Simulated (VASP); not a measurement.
# Al (P6_3/mmc) in VASP: further runs

The runs below take Al through single point, relaxation of cell and atoms, with revPBE.

All numbers are computed with VASP 6.6.1; they aren't measurements. Logs are shortened: lines on timing, memory, paths and dates and some standing lists are left out, and cuts for length are marked.

### Step 1. The cell of the first run

It takes space group P6_3/mmc (No. 194, hexagonal). Conventional cell: a = 2.934 Å, b = 2.934 Å, c = 9.736 Å, α = 90.00°, β = 90.00°, γ = 120.00°. Within 3.9 Å of Al (site symmetry -3m) lie 12 Al at 2.93 to 2.97 Å. Al (site symmetry -6m2) has 12 Al at 2.93 to 2.97 Å within 3.9 Å.

### Step 2. Single point, revPBE (volume scaled by 1.08)

Contents of INCAR:

```
ALGO = Normal
EDIFF = 1E-6
ENCUT = 520
GGA = RE
ISIF = 2
ISMEAR = -1
LASPH = True
LCHARG = False
LREAL = False
LWAVE = False
NBANDS = 14
NELM = 100
PREC = Accurate
SIGMA = 0.1
```

Contents of KPOINTS:

```
k-points
0
Gamma
  14 14 4
```

Contents of POSCAR:

```
Al
1.0
    2.9336100775      0.0000000000      0.0000000000
   -1.4668050388      2.5405808519      0.0000000000
    0.0000000000      0.0000000000      9.7357506568
Al
4
Direct
    0.0000000000      0.0000000000      0.0000000000
    0.0000000000      0.0000000000      0.5000000000
    0.3333333333      0.6666666667      0.2500000000
    0.6666666667      0.3333333333      0.7500000000
```

Potentials or basis: VASP PAW PBE potentials, release 64 (Al).

Started as:

```sh
$ cat potpaw_PBE.64/Al/POTCAR > POTCAR
$ mpirun -np 1 vasp_std > vasp.out
```

OUTCAR:

```text
EDIFF = 1E-6
   ENCUT = 520
   GGA = RE
   ISIF = 2
   ISMEAR = -1
   LASPH = True
   LREAL = False
   NELM = 100
   PREC = Accurate

 ion  position               nearest neighbor table
   1  0.000  0.000  0.000-   3 2.97   4 2.97   4 2.97   3 2.97   4 2.97   3 2.97
   2  0.000  0.000  0.500-   3 2.97   4 2.97   4 2.97   3 2.97   4 2.97   3 2.97
   3  0.333  0.667  0.250-   1 2.97   2 2.97   1 2.97   2 2.97   1 2.97   2 2.97
   4  0.667  0.333  0.750-   1 2.97   2 2.97   1 2.97   2 2.97   1 2.97   2 2.97

  LATTYP: Found a hexagonal cell.
 ALAT       =     2.9336100775
 C/A-ratio  =     3.3186928050

  Lattice vectors:

 A1 = (   2.9336100775,   0.0000000000,   0.0000000000)
 A2 = (  -1.4668050388,   2.5405808519,   0.0000000000)
 A3 = (   0.0000000000,   0.0000000000,   9.7357506568)

Analysis of symmetry for initial positions (statically):
=====================================================================
 Subroutine PRICEL returns:
 Original cell was already a primitive cell.

 Routine SETGRP: Setting up the symmetry group for a
 hexagonal supercell.

 Subroutine GETGRP returns: Found 24 space group operations
 (whereof 12 operations were pure point group operations)
 out of a pool of 24 trial point group operations.

The static configuration has the point symmetry D_3d.
 The point group associated with its full space group is D_6h.

Analysis of symmetry for dynamics (positions and initial velocities):
=====================================================================
 Subroutine PRICEL returns:
 Original cell was already a primitive cell.

 Routine SETGRP: Setting up the symmetry group for a
 hexagonal supercell.

 Subroutine GETGRP returns: Found 24 space group operations
 (whereof 12 operations were pure point group operations)
 out of a pool of 24 trial point group operations.

The dynamic configuration has the point symmetry D_3d.
 The point group associated with its full space group is D_6h.

 Subroutine INISYM returns: Found 24 space group operations
 (whereof 12 operations are pure point group operations),
 and found     1 'primitive' translations

----------------------------------------------------------------------------------------

                                     Primitive cell

  volume of cell :      72.5613

  direct lattice vectors                    reciprocal lattice vectors
     2.933610078  0.000000000  0.000000000     0.340876931  0.196805388  0.000000000
    -1.466805039  2.540580852  0.000000000     0.000000000  0.393610776  0.000000000
     0.000000000  0.000000000  9.735750657     0.000000000  0.000000000  0.102714216

  length of vectors
     2.933610078  2.933610078  9.735750657     0.393610776  0.393610776  0.102714216

  position of ions in fractional coordinates (direct lattice)
     0.000000000  0.000000000  0.000000000
     0.000000000  0.000000000  0.500000000
     0.333333333  0.666666667  0.250000000
     0.666666667  0.333333333  0.750000000

  ion indices of the primitive-cell ions
   primitive index   ion index
                 1           1
                 2           2
                 3           3
                 4           4

----------------------------------------------------------------------------------------

 KPOINTS: k-points

Automatic generation of k-mesh.
 Grid dimensions read from file:
 generate k-points for:   14   14    4

 Generating k-lattice:

  Cartesian coordinates                     Fractional coordinates (reciprocal lattice)
     0.024348352  0.014057528  0.000000000     0.071428571  0.000000000  0.000000000
     0.000000000  0.028115055  0.000000000     0.000000000  0.071428571  0.000000000
     0.000000000  0.000000000  0.025678554     0.000000000  0.000000000  0.250000000

  Length of vectors
     0.028115055  0.028115055  0.025678554

  Shift w.r.t. Gamma in fractional coordinates (k-lattice)
     0.000000000  0.000000000  0.000000000

 Subroutine IBZKPT returns following result:
 ===========================================

 Found     72 irreducible k-points:

 Following reciprocal coordinates:
            Coordinates               Weight
  0.000000  0.000000  0.000000      1.000000
  0.071429  0.000000  0.000000      6.000000
  0.142857  0.000000  0.000000      6.000000
  0.214286  0.000000  0.000000      6.000000
  0.285714  0.000000  0.000000      6.000000
  0.357143  0.000000  0.000000      6.000000
[... 16 lines left out ...]
  0.285714  0.285714  0.000000      6.000000
  0.357143  0.285714  0.000000      6.000000
 [... further k-points ...]
   k-points           NKPTS =     72   k-points in BZ     NKDIM =     72   number of bands    NBANDS=     14
   number of dos      NEDOS =    301   number of ions     NIONS =      4
   total plane-waves  NPLWV =  41472
   dimension x,y,z NGX =    24 NGY =   24 NGZ =   72
   dimension x,y,z NGXF=    48 NGYF=   48 NGZF=  144
   ions per type =               4
   NGX,Y,Z   is equivalent  to a cutoff of  13.60, 13.60, 12.29 a.u.
   NGXF,Y,Z  is equivalent  to a cutoff of  27.20, 27.20, 24.59 a.u.
 SYSTEM =  unknown system
   PREC   = accura    normal or accurate (medium, high low for compatibility)
   ISTART =      0    job   : 0-new  1-cont  2-samecut
   ICHARG =      2    charge: 1-file 2-atom 10-const
   ISPIN  =      1    spin polarized calculation?
   LNONCOLLINEAR =      F non collinear calculations
   LSORBIT =      F    spin-orbit coupling
   LASPH  =      T    aspherical Exc in radial PAW
   ENCUT  =  520.0 eV  38.22 Ry    6.18 a.u.   5.45  5.45 18.10*2*pi/ulx,y,z
   NELM   =    100;   NELMIN=  2; NELMDL= -5     # of ELM steps
   EDIFF  = 0.1E-05   stopping-criterion for ELM
   LREAL  =      F    real-space projection
   EDIFFG = 0.1E-04   stopping-criterion for IOM
   NSW    =      0    number of steps for IOM
   IBRION =     -1    ionic relax: 0-MD 1-quasi-New 2-CG
   NFREE  =      0    steps in history (QN), initial steepest desc. (CG)
   ISIF   =      2    stress and relaxation
   ISYM   =      2    0-nonsym 1-usesym 2-fastsym
   POTIM  = 0.5000    time-step for ionic-motion
   TEBEG  =    0.0;   TEEND  =   0.0 temperature during run
   PSTRESS=    0.0 pullay stress
   NELECT =      12.0000    total number of electrons
   NUPDOWN=      -1.0000    fix difference up-down
   EMIN   =  10.00;   EMAX   =-10.00  energy-range for DOS
   EFERMI =   0.00;   METHOD = LEGACY
   ISMEAR =    -1;   SIGMA  =   0.10  broadening in eV -4-tet -1-fermi 0-gaus
   EFERMI_NEDOS =   21; number of points for ismear=-14 and -15
   IALGO  =     38    algorithm
   IMIX   =      4    mixing-type and parameters
     AMIX     =   0.40;   BMIX     =  1.00
     AMIX_MAG =   1.60;   BMIX_MAG =  1.00
  volume/ion in A,a.u.               =      18.14       122.42
  Fermi-wavevector in a.u.,A,eV,Ry     =   0.898601  1.698110 10.986487  0.807484
  Thomas-Fermi vector in A             =   2.021331
   LORBIT       =      0    0 simple, 1 ext, 2 COOP (PROOUT), +10 PAW based schemes
   GGA     = RE    functional components
   LHFCALC =     F    Hartree Fock is set to
   AEXX    =    0.0000 exact exchange contribution
   IVDW    =     0    specifies the selected vdW correction
   LEPSILON=     F    determine dielectric tensor
   LRPA    =     F    only Hartree local field effects (RPA)
 non-spin polarized calculation
  energy-cutoff  :      520.00
  volume of cell :       72.56
 maximum number of plane-waves:      1994
 NGX is ok and might be reduce to    24
   NGX = 11   NGY = 11   NGZ = 37

 number of electron      12.0000000 magnetization

 Free energy of the ion-electron system (eV)
  ---------------------------------------------------
  ext. energy  EPLUGINS =         0.00000000
  ---------------------------------------------------
  free energy    TOTEN  =       -14.09644614 eV

  energy without entropy =      -14.03700796  energy(sigma->0) =      -14.06672705

 E-fermi :   7.1329     XC(G=0):  -9.8194

 val. band max:        7.1224417654   @ k =   0.2857   0.2143   0.0000
 cond. band min:       7.1380674222   @ k =   0.3571   0.1429   0.0000
 fundamental gap:      0.0156256568
 Fermi energy:         7.1329326714

 k-point     1 :       0.0000    0.0000    0.0000
  band No.  band energies     occupation
      1      -3.3798      2.00000
      2      -1.8280      2.00000
      3      -1.8229      2.00000
      4       2.6920      2.00000
      5       2.8057      2.00000
      6      10.0876      0.00000
      7      10.0966      0.00000
      8      17.3042      0.00000
      9      17.3042      0.00000
     10      17.5620      0.00000
     11      17.5620      0.00000
     12      18.6133      0.00000
     13      18.6226      0.00000
     14      18.7128      0.00000

 k-point     2 :       0.0714    0.0000    0.0000
  band No.  band energies     occupation
      1      -3.2628      2.00000
      2      -1.7121      2.00000
      3      -1.7070      2.00000
      4       2.8073      2.00000
      5       2.9150      2.00000
      6      10.1860      0.00000
      7      10.1980      0.00000
      8      15.2907      0.00000
      9      16.1307      0.00000
     10      16.5730      0.00000
     11      16.6567      0.00000
     12      17.4417      0.00000
     13      17.4655      0.00000
     14      17.5493      0.00000

 k-point     3 :       0.1429    0.0000    0.0000
  band No.  band energies     occupation
      1      -2.9123      2.00000
      2      -1.3649      2.00000
      3      -1.3600      2.00000
      4       3.1517      2.00000
      5       3.2428      2.00000
      6      10.4577      0.00000
      7      10.4921      0.00000
      8      12.8100      0.00000
      9      14.1027      0.00000
     10      14.1882      0.00000
     11      15.0189      0.00000
     12      16.3600      0.00000
     13      16.3618      0.00000
     14      16.5497      0.00000
[... 324 lines left out ...]
 k-point    23 :       0.2857    0.2857    0.0000
  band No.  band energies     occupation
      1       2.1351      2.00000
      2       3.6087      2.00000
      3       3.6240      2.00000
      4       5.1669      2.00000
      5       5.3207      2.00000
      6       6.4553      1.99772
      7       6.5389      1.99475
      8       6.9605      1.69725
      9       7.0042      1.56739
     10       8.1626      0.00007
     11       8.4232      0.00000
     12      10.9917      0.00000
     13      11.0863      0.00000
     14      11.4677      0.00000

 k-point    24 :       0.3571    0.2857    0.0000
  band No.  band energies     occupation
      1       3.5262      2.00000
      2       3.6560      2.00000
      3       4.7464      2.00000
      4       4.8887      2.00000
      5       5.1326      2.00000
      6       5.2278      2.00000
      7       5.4089      2.00000
      8       6.6956      1.97510
      9       6.7204      1.96821
     10       9.2140      0.00000
     11       9.5497      0.00000
     12       9.8529      0.00000
     13       9.8803      0.00000
     14      11.1775      0.00000

 [... further k-points ...]
[... 5 lines left out ...]
  --------------------------------------------------------------------------------------
  -------------------------------------------------------------------------------------
  Total       -2.3558399     -2.3558399     -2.0436646      0.0000000      0.0000000      0.0000000
  in kB      -52.0177422    -52.0177422    -45.1248055      0.0000000      0.0000000      0.0000000
  external PRESSURE =     -49.7200967 kB  Pullay stress =       0.0000000 kB

 VOLUME and BASIS-vectors are now :
 -----------------------------------------------------------------------------
  energy-cutoff  :      520.00
  volume of cell :       72.56
      direct lattice vectors                 reciprocal lattice vectors
     2.933610078  0.000000000  0.000000000     0.340876931  0.196805388  0.000000000
    -1.466805039  2.540580852  0.000000000     0.000000000  0.393610776  0.000000000
     0.000000000  0.000000000  9.735750657     0.000000000  0.000000000  0.102714216

 POSITION                                       TOTAL-FORCE (eV/Angst)
 -----------------------------------------------------------------------------------
      0.00000      0.00000      0.00000        -0.000000      0.000000     -0.000000
      0.00000      0.00000      4.86788        -0.000000      0.000000     -0.000000
     -0.00000      1.69372      2.43394        -0.000000      0.000000      0.000000
      1.46681      0.84686      7.30181         0.000000     -0.000000      0.000000
 -----------------------------------------------------------------------------------
    total drift:                               -0.000000      0.000000      0.000000

  FREE ENERGIE OF THE ION-ELECTRON SYSTEM (eV)
  ---------------------------------------------------
  free  energy   TOTEN  =       -14.0964461365 eV

  energy  without entropy=      -14.0370079619  energy(sigma->0) =      -14.06672705
```

Wall time 34 s (1 thread of Intel Xeon Platinum 8259CL at 2.50GHz (Skylake/Cascade Lake), shared host); peak memory 0.21 GiB.

Results:

```yaml
Free_energy: -14.0964 eV
Pressure: -5.0 GPa
Band_gap_on_the_k_mesh: zero (band 6 reaches 10.63 eV, above the bottom of band 7 at 5.41 eV)
```

Caveat: the PAW data sets were made with another functional, which shifts forces and pressure a little.

(Continued in part 2 of 2.)
